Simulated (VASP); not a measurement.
# MnS (F-43m) in VASP: further runs

The runs below take MnS through single point, with PBE+U.

Program: VASP 6.6.1. These are calculated values, not measurements. Logs are shortened: lines on timing, memory, paths and dates and some standing lists are left out, and cuts for length are marked.

## (1) The cell of the first run

It takes space group F-43m (No. 216, cubic). The conventional cell has a = 5.600 Å, b = 5.600 Å, c = 5.600 Å, α = 90.00°, β = 90.00°, γ = 90.00°. Within 3.2 Å of Mn (site symmetry -43m) lie 4 S at 2.42 Å. Within 3.2 Å of S (site symmetry -43m) lie 4 Mn at 2.42 Å.

## (2) Single point, PBE+U, collinear spin, ferromagnetic start

File INCAR:

```
SYSTEM = MnS
PREC = Accurate
ENCUT = 520
EDIFF = 1E-7
ISMEAR = 0
SIGMA = 0.05
LREAL = .FALSE.
LASPH = .TRUE.
NELM = 150
ALGO = Normal
ISIF = 2
LWAVE = .FALSE.
LCHARG = .TRUE.
ISPIN = 2
MAGMOM = 5 0
LORBIT = 11
LMAXMIX = 4
LDAU = .TRUE.
LDAUTYPE = 2
LDAUL = 2 -1
LDAUU = 3 0
LDAUJ = 0 0
LDAUPRINT = 1
GGA = PE
LELF = .TRUE.
LVHAR = .TRUE.
NBANDS = 20
```

File KPOINTS:

```
Automatic mesh
0
G
  6 6 6
  0 0 0
```

File POSCAR:

```
MnS
1.0
    0.0000000000      2.8000000000      2.8000000000
    2.8000000000      0.0000000000      2.8000000000
    2.8000000000      2.8000000000      0.0000000000
Mn S
1 1
Direct
    0.0000000000      0.0000000000      0.0000000000
    0.7500000000      0.7500000000      0.7500000000
```

Potentials or basis: VASP PAW PBE potentials, release 64 (Mn_pv, S).

Command:

```
$ cat potpaw_PBE.64/Mn_pv/POTCAR potpaw_PBE.64/S/POTCAR > POTCAR
$ mpirun -np 1 vasp_std > vasp.out
```

OUTCAR:

```text
SYSTEM = MnS
   PREC = Accurate
   ENCUT = 520
   EDIFF = 1E-7
   ISMEAR = 0
   LREAL = .FALSE.
   LASPH = .TRUE.
   NELM = 150
   ISIF = 2
   ISPIN = 2
   LORBIT = 11
   GGA = PE

 ion  position               nearest neighbor table
   1  0.000  0.000  0.000-   2 2.42   2 2.42   2 2.42   2 2.42
   2  0.750  0.750  0.750-   1 2.42   1 2.42   1 2.42   1 2.42

  LATTYP: Found a face centered cubic cell.
 ALAT       =     5.6000000000

  Lattice vectors:

 A1 = (   0.0000000000,   2.8000000000,   2.8000000000)
 A2 = (   2.8000000000,   0.0000000000,   2.8000000000)
 A3 = (   2.8000000000,   2.8000000000,   0.0000000000)

Analysis of symmetry for initial positions (statically):
=====================================================================
 Subroutine PRICEL returns:
 Original cell was already a primitive cell.

 Routine SETGRP: Setting up the symmetry group for a
 face centered cubic supercell.

 Subroutine GETGRP returns: Found 24 space group operations
 (whereof 24 operations were pure point group operations)
 out of a pool of 48 trial point group operations.

The static configuration has the point symmetry T_d .

Analysis of symmetry for dynamics (positions and initial velocities):
=====================================================================
 Subroutine PRICEL returns:
 Original cell was already a primitive cell.

 Routine SETGRP: Setting up the symmetry group for a
 face centered cubic supercell.

 Subroutine GETGRP returns: Found 24 space group operations
 (whereof 24 operations were pure point group operations)
 out of a pool of 48 trial point group operations.

The dynamic configuration has the point symmetry T_d .

Analysis of structural, dynamic, and magnetic symmetry:
=====================================================================
 Subroutine PRICEL returns:
 Original cell was already a primitive cell.

 Routine SETGRP: Setting up the symmetry group for a
 face centered cubic supercell.

 Subroutine GETGRP returns: Found 24 space group operations
[... 163 lines left out ...]
  o =  0.0659  v =  0.0000  0.0000  0.0000  0.0000  0.0000 -0.0000  0.0188 -0.0000 -0.9998 -0.0000      0.0000  0.0000  0.0000  0.0000  0.0000  0.0000  0.0000  0.0000  0.0000  0.0000
  o =  0.9292  v =  0.0000 -0.0000 -0.9941 -0.0000 -0.1084  0.0000  0.0000  0.0000  0.0000  0.0000      0.0000  0.0000  0.0000  0.0000  0.0000  0.0000  0.0000  0.0000  0.0000  0.0000
  o =  0.9292  v =  0.0000  0.0000 -0.1084  0.0000  0.9941  0.0000  0.0000  0.0000  0.0000  0.0000      0.0000  0.0000  0.0000  0.0000  0.0000  0.0000  0.0000  0.0000  0.0000  0.0000
  o =  0.9354  v =  1.0000  0.0000  0.0000  0.0000  0.0000  0.0000  0.0000  0.0000  0.0000  0.0000      0.0000  0.0000  0.0000  0.0000  0.0000  0.0000  0.0000  0.0000  0.0000  0.0000
  o =  0.9354  v =  0.0000  0.8541  0.0000 -0.5201 -0.0000  0.0000  0.0000  0.0000  0.0000  0.0000      0.0000  0.0000  0.0000  0.0000  0.0000  0.0000  0.0000  0.0000  0.0000  0.0000
  o =  0.9354  v =  0.0000  0.5201 -0.0000  0.8541 -0.0000  0.0000  0.0000  0.0000  0.0000  0.0000      0.0000  0.0000  0.0000  0.0000  0.0000  0.0000  0.0000  0.0000  0.0000  0.0000

 number of electron      18.9999987 magnetization       4.9999995

 Free energy of the ion-electron system (eV)
  ---------------------------------------------------
  ext. energy  EPLUGINS =         0.00000000
  ---------------------------------------------------
  free energy    TOTEN  =       -13.17415242 eV

  energy without entropy =      -13.17415242  energy(sigma->0) =      -13.17415242

 E-fermi :   4.6087     XC(G=0):  -9.2895

 val. band max:        4.3388434111   @ k =   0.0000   0.0000   0.0000
 cond. band min:       5.1883036521   @ k =   0.5000   0.5000   0.0000
 fundamental gap:      0.8494602410
 Fermi energy:         4.6086797474

 spin component 1

 k-point     1 :       0.0000    0.0000    0.0000
  band No.  band energies     occupation
      1     -46.3456      1.00000
      2     -46.3456      1.00000
      3     -46.3456      1.00000
      4      -9.2289      1.00000
      5      -1.1644      1.00000
      6      -1.1644      1.00000
[... 344 lines left out ...]
      6      -0.5456      1.00000
[... 12 lines left out ...]
     19      17.2976      0.00000
     20      17.6272      0.00000
 Fermi energy:         4.6086797474

 spin component 2

 k-point     1 :       0.0000    0.0000    0.0000
  band No.  band energies     occupation
      1     -41.5405      1.00000
      2     -41.5405      1.00000
      3     -41.5405      1.00000
      4      -8.9797      1.00000
      5       1.5785      1.00000
      6       1.5785      1.00000
[... 357 lines left out ...]
     19      18.0795      0.00000
     20      18.2153      0.00000

------------------------ aborting loop because EDIFF is reached ----------------------------------------

  FORCE on cell =-STRESS in cart. coord.  units (eV):
  Direction    XX          YY          ZZ          XY          YZ          ZX
  --------------------------------------------------------------------------------------
  -------------------------------------------------------------------------------------
  Total        1.2356921      1.2356921      1.2356921      0.0000000      0.0000000      0.0000000
  in kB       45.0937918     45.0937918     45.0937918      0.0000000      0.0000000      0.0000000
  external PRESSURE =      45.0937918 kB  Pullay stress =       0.0000000 kB

 VOLUME and BASIS-vectors are now :
 -----------------------------------------------------------------------------
  energy-cutoff  :      520.00
  volume of cell :       43.90
      direct lattice vectors                 reciprocal lattice vectors
     0.000000000  2.800000000  2.800000000    -0.178571429  0.178571429  0.178571429
     2.800000000  0.000000000  2.800000000     0.178571429 -0.178571429  0.178571429
     2.800000000  2.800000000  0.000000000     0.178571429  0.178571429 -0.178571429

 POSITION                                       TOTAL-FORCE (eV/Angst)
 -----------------------------------------------------------------------------------
      0.00000      0.00000      0.00000        -0.000000     -0.000000     -0.000000
      4.20000      4.20000      4.20000         0.000000      0.000000      0.000000
 -----------------------------------------------------------------------------------
    total drift:                                0.000000      0.000000      0.000000

  FREE ENERGIE OF THE ION-ELECTRON SYSTEM (eV)
  ---------------------------------------------------
  free  energy   TOTEN  =       -13.1741524178 eV

  energy  without entropy=      -13.1741524178  energy(sigma->0) =      -13.17415242

 total charge

# of ion       s       p       d       tot
------------------------------------------
    1        0.265   6.218   4.881  11.364
    2        1.312   2.485   0.000   3.797
--------------------------------------------------
tot          1.577   8.703   4.881  15.161

 magnetization (x)

# of ion       s       p       d       tot
------------------------------------------
    1        0.048   0.062   4.421   4.531
    2        0.008   0.037   0.000   0.044
--------------------------------------------------
tot          0.056   0.099   4.421   4.575
```

OSZICAR:

```text
N       E                     dE             d eps       ncg     rms          rms(c)
DAV:   1     0.153398028363E+03    0.15340E+03   -0.10558E+04  1280   0.965E+02
DAV:   2    -0.531375797711E+01   -0.15871E+03   -0.14889E+03  1348   0.272E+02
DAV:   3    -0.133501657524E+02   -0.80364E+01   -0.79646E+01  1476   0.670E+01
DAV:   4    -0.134552501133E+02   -0.10508E+00   -0.10503E+00  1448   0.783E+00
DAV:   5    -0.134570450243E+02   -0.17949E-02   -0.17949E-02  1492   0.108E+00    0.108E+01
DAV:   6    -0.128410563702E+02    0.61599E+00   -0.45030E+00  1484   0.249E+01    0.101E+01
DAV:   7    -0.130853518607E+02   -0.24430E+00   -0.68651E-01  1404   0.642E+00    0.649E+00
DAV:   8    -0.131632995308E+02   -0.77948E-01   -0.85630E-02  1400   0.281E+00    0.330E+00
DAV:   9    -0.131691074763E+02   -0.58079E-02   -0.11625E-02  1380   0.102E+00    0.386E-01
DAV:  10    -0.131730375838E+02   -0.39301E-02   -0.34013E-03  1376   0.686E-01    0.270E-01
DAV:  11    -0.131740114078E+02   -0.97382E-03   -0.21971E-04  1452   0.163E-01    0.122E-01
DAV:  12    -0.131740549070E+02   -0.43499E-04   -0.99115E-05  1392   0.770E-02    0.846E-02
DAV:  13    -0.131741501730E+02   -0.95266E-04   -0.56369E-05  1388   0.612E-02    0.258E-02
DAV:  14    -0.131741514005E+02   -0.12275E-05   -0.71379E-06  1420   0.173E-02    0.857E-03
DAV:  15    -0.131741517095E+02   -0.30898E-06   -0.11035E-06  1460   0.643E-03    0.351E-03
DAV:  16    -0.131741522559E+02   -0.54638E-06   -0.46563E-07  1364   0.519E-03    0.189E-03
DAV:  17    -0.131741523915E+02   -0.13562E-06   -0.78898E-08  1316   0.267E-03    0.492E-04
DAV:  18    -0.131741524178E+02   -0.26304E-07   -0.14430E-08   844   0.780E-04
   1 F= -.13174152E+02 E0= -.13174152E+02  d E =-.439884E-16  mag=     5.0000
```

Run time: 20 s. Hardware: 1 thread of Intel Xeon 6975P-C (Granite Rapids), shared host; peak memory 0.19 GiB.

What came out:

- Free energy: -13.1742 eV
- Pressure: 4.5 GPa
- Band gap on the k mesh: 0.85 eV, indirect (least direct gap 1.21 eV)
- Net moment: 5.00 μB per cell
- Site moments: Mn +4.53; S +0.04 μB
- Valence electrons inside the program's atomic spheres: Mn 11.36; S 3.80

Eigenvalues of the final occupation matrices:
```tsv
site	spin	trace	eigenvalues
site 1 d	1	4.66	0.93 0.93 0.94 0.94 0.94
site 1 d	2	0.23	0.02 0.02 0.07 0.07 0.07
```

Caveat: a cell with one magnetic atom can't hold antiferromagnetic order, which such compounds often take. The state reached can hang on the start; a lower one may exist.

## (3) Single point, PBE+U, collinear spin, ferromagnetic start

File INCAR:

```
  PREC = Accurate
  ENCUT = 520
  EDIFF = 1E-7
  ISMEAR = 0
  SIGMA = 0.05
  LREAL = F
  LASPH = T
  NELM = 150
  ALGO = Normal
  ISIF = 2
  LWAVE = F
  LCHARG = T
  ISPIN = 2
  MAGMOM = 4.75 0.08
  LORBIT = 11
  LMAXMIX = 4
  LDAU = T
  LDAUTYPE = 2
  LDAUL = 2 -1
  LDAUU = 3 0
  LDAUJ = 0 0
  LDAUPRINT = 1
  GGA = PE
  LELF = T
  LVHAR = T
  NBANDS = 20
```

File KPOINTS:

```
Automatic mesh
0
Gamma
  6 6 6
```

POSCAR is that of step 2.

Potentials or basis: VASP PAW PBE potentials, release 64 (Mn_pv, S).

Command:

```
$ cat potpaw_PBE.64/Mn_pv/POTCAR potpaw_PBE.64/S/POTCAR > POTCAR
$ mpirun -np 1 vasp_std > vasp.out
```

OUTCAR:

```text
PREC = Accurate
   ENCUT = 520
   EDIFF = 1E-7
   ISMEAR = 0
   LREAL = F
   LASPH = T
   NELM = 150
   ISIF = 2
   ISPIN = 2
   LORBIT = 11
   GGA = PE

 ion  position               nearest neighbor table
   1  0.000  0.000  0.000-   2 2.42   2 2.42   2 2.42   2 2.42
   2  0.750  0.750  0.750-   1 2.42   1 2.42   1 2.42   1 2.42

  LATTYP: Found a face centered cubic cell.
 ALAT       =     5.6000000000

  Lattice vectors:

 A1 = (   0.0000000000,   2.8000000000,   2.8000000000)
 A2 = (   2.8000000000,   0.0000000000,   2.8000000000)
 A3 = (   2.8000000000,   2.8000000000,   0.0000000000)

Analysis of symmetry for initial positions (statically):
=====================================================================
 Subroutine PRICEL returns:
 Original cell was already a primitive cell.

 Routine SETGRP: Setting up the symmetry group for a
 face centered cubic supercell.

 Subroutine GETGRP returns: Found 24 space group operations
 (whereof 24 operations were pure point group operations)
 out of a pool of 48 trial point group operations.

The static configuration has the point symmetry T_d .

Analysis of symmetry for dynamics (positions and initial velocities):
=====================================================================
 Subroutine PRICEL returns:
 Original cell was already a primitive cell.

 Routine SETGRP: Setting up the symmetry group for a
 face centered cubic supercell.

 Subroutine GETGRP returns: Found 24 space group operations
 (whereof 24 operations were pure point group operations)
 out of a pool of 48 trial point group operations.

The dynamic configuration has the point symmetry T_d .

Analysis of structural, dynamic, and magnetic symmetry:
=====================================================================
 Subroutine PRICEL returns:
 Original cell was already a primitive cell.

 Routine SETGRP: Setting up the symmetry group for a
 face centered cubic supercell.
[... 176 lines left out ...]
  ext. energy  EPLUGINS =         0.00000000
  ---------------------------------------------------
  free energy    TOTEN  =       -13.17415242 eV

  energy without entropy =      -13.17415242  energy(sigma->0) =      -13.17415242

 E-fermi :   4.6087     XC(G=0):  -9.2895

 val. band max:        4.3388475181   @ k =   0.0000   0.0000   0.0000
 cond. band min:       5.1883016651   @ k =   0.5000   0.5000   0.0000
 fundamental gap:      0.8494541470
 Fermi energy:         4.6086805080

 spin component 1

 k-point     1 :       0.0000    0.0000    0.0000
  band No.  band energies     occupation
      1     -46.3456      1.00000
      2     -46.3456      1.00000
      3     -46.3456      1.00000
      4      -9.2289      1.00000
      5      -1.1644      1.00000
      6      -1.1644      1.00000
[... 344 lines left out ...]
      6      -0.5456      1.00000
[... 12 lines left out ...]
     19      17.2976      0.00000
     20      17.6272      0.00000
 Fermi energy:         4.6086805080

 spin component 2

 k-point     1 :       0.0000    0.0000    0.0000
  band No.  band energies     occupation
      1     -41.5405      1.00000
      2     -41.5405      1.00000
      3     -41.5405      1.00000
      4      -8.9797      1.00000
      5       1.5785      1.00000
      6       1.5785      1.00000
[... 357 lines left out ...]
     19      18.0795      0.00000
     20      18.2153      0.00000

------------------------ aborting loop because EDIFF is reached ----------------------------------------

  FORCE on cell =-STRESS in cart. coord.  units (eV):
  Direction    XX          YY          ZZ          XY          YZ          ZX
  --------------------------------------------------------------------------------------
  -------------------------------------------------------------------------------------
  Total        1.2357613      1.2357613      1.2357613      0.0000000      0.0000000      0.0000000
  in kB       45.0963171     45.0963171     45.0963171      0.0000000      0.0000000      0.0000000
  external PRESSURE =      45.0963171 kB  Pullay stress =       0.0000000 kB

 VOLUME and BASIS-vectors are now :
 -----------------------------------------------------------------------------
  energy-cutoff  :      520.00
  volume of cell :       43.90
      direct lattice vectors                 reciprocal lattice vectors
     0.000000000  2.800000000  2.800000000    -0.178571429  0.178571429  0.178571429
     2.800000000  0.000000000  2.800000000     0.178571429 -0.178571429  0.178571429
     2.800000000  2.800000000  0.000000000     0.178571429  0.178571429 -0.178571429

 POSITION                                       TOTAL-FORCE (eV/Angst)
 -----------------------------------------------------------------------------------
      0.00000      0.00000      0.00000         0.000000      0.000000      0.000000
      4.20000      4.20000      4.20000        -0.000000     -0.000000     -0.000000
 -----------------------------------------------------------------------------------
    total drift:                                0.000000      0.000000      0.000000

  FREE ENERGIE OF THE ION-ELECTRON SYSTEM (eV)
  ---------------------------------------------------
  free  energy   TOTEN  =       -13.1741524235 eV

  energy  without entropy=      -13.1741524235  energy(sigma->0) =      -13.17415242

 total charge

# of ion       s       p       d       tot
------------------------------------------
    1        0.265   6.218   4.881  11.364
    2        1.312   2.485   0.000   3.797
--------------------------------------------------
tot          1.577   8.703   4.881  15.161

 magnetization (x)

# of ion       s       p       d       tot
------------------------------------------
    1        0.048   0.062   4.421   4.531
    2        0.008   0.037   0.000   0.044
--------------------------------------------------
tot          0.056   0.099   4.421   4.575
```

stdout:

```text
POSCAR found type information on POSCAR MnS
 POSCAR found :  2 types and       2 ions
 scaLAPACK will be used
 LDA part: xc-table for (Slater+PW92), standard interpolation
 POSCAR, INCAR and KPOINTS ok, starting setup
 FFT: planning ... GRIDC
 FFT: planning ... GRID_SOFT
 FFT: planning ... GRID
 WAVECAR not read
 entering main loop
```

It took 20 s on 1 thread of Intel Xeon 6975P-C (Granite Rapids), shared host; peak memory 0.19 GiB.

Results:

| Quantity | Value |
| --- | --- |
| Free energy | -13.1742 eV |
| Pressure | 4.5 GPa |
| Band gap on the k mesh | 0.85 eV, indirect (least direct gap 1.21 eV) |
| Net moment | 5.00 μB per cell |
| Site moments | Mn +4.53; S +0.04 μB |
| Valence electrons inside the program's atomic spheres | Mn 11.36; S 3.80 |

Levels at points of the mesh, in eV from the valence-band top:
Spin up:
```tsv
k point	band 9	band 10	band 11	band 12	band 13	band 14	band 15	band 16
(0.00, 0.00, 0.00)	-4.28	0.00	0.00	0.00	1.21	6.07	6.07	6.07
(0.50, 0.00, 0.00)	-4.19	-3.96	-0.97	-0.97	3.15	6.40	6.40	7.05
(0.50, 0.50, 0.00)	-4.10	-3.43	-2.46	-2.46	2.75	4.41	9.36	10.95
```
Spin down:
```csv
k point,band 3,band 4,band 5,band 6,band 7,band 8,band 9,band 10,band 11,band 12
"(0.00, 0.00, 0.00)",-45.88,-13.32,-2.76,-2.76,-2.76,2.18,2.28,2.28,4.27,4.27
"(0.50, 0.00, 0.00)",-45.88,-12.65,-4.91,-2.75,-2.75,2.13,2.40,2.40,3.24,3.24
"(0.50, 0.50, 0.00)",-45.88,-12.43,-4.77,-3.00,-3.00,0.85,1.98,2.70,2.70,2.83
```

Eigenvalues of the final occupation matrices:
| site | spin | trace | eigenvalues |
| --- | --- | --- | --- |
| site 1 d | 1 | 4.66 | 0.93 0.93 0.94 0.94 0.94 |
| site 1 d | 2 | 0.23 | 0.02 0.02 0.07 0.07 0.07 |

Caveat: a cell with one magnetic atom can't hold antiferromagnetic order, which such compounds often take.
